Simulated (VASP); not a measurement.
Write the native input for VASP 6.6.1 that does the following.

```yaml
Task: single point
Functional: PBE
Potentials_or_basis: VASP PAW PBE potentials, release 64 (Na_pv, F)
Cutoff: 520 eV
k_mesh: 6 × 6 × 2
Occupations: gaussian, width 0.01 eV
Spin: no spin polarisation
Dipole_correction: no
Further_INCAR_settings: ALGO = Normal; EDIFF = 1e-07; NBANDS = 22
```

The structure of NaF lies in POSCAR:

```
NaF
1.0
    3.1775543160      0.0000000000      0.0000000000
   -1.5887771580      2.7518427596      0.0000000000
    0.0000000000      0.0000000000      5.5676310269
Na F
2 2
Direct
    0.0000000000      0.0000000000      0.0000000000
    0.0000000000      0.0000000000      0.5000000000
    0.3333333333      0.6666666667      0.2500000000
    0.6666666667      0.3333333333      0.7500000000
```

These files were run (other wordings do the same):

INCAR

```
SYSTEM = NaF
PREC = Accurate ; ENCUT = 520
EDIFF = 1E-7 ; ISMEAR = 0
SIGMA = 0.01 ; LREAL = .FALSE.
LASPH = .TRUE. ; NELM = 60
ALGO = Normal ; ISIF = 2
LWAVE = .FALSE. ; LCHARG = .FALSE.
GGA = PE ; NBANDS = 22
```

KPOINTS

```
regular mesh
0
G
  6 6 2
  0 0 0
```

Potentials or basis: VASP PAW PBE potentials, release 64 (Na_pv, F).

Command:

```sh
$ cat potpaw_PBE.64/Na_pv/POTCAR potpaw_PBE.64/F/POTCAR > POTCAR
$ mpirun -np 1 vasp_std > vasp.out
```

Results of the run:

| Item | Value |
| --- | --- |
| Pressure | 3.5 GPa |
| Band gap on the k mesh | 6.34 eV, direct |

Caveat: the k points lie up to 0.56 Å⁻¹ apart.

It took 10 s on 1 thread of Intel Xeon 6975P-C, with other jobs on the host, peak memory 0.16 GiB.
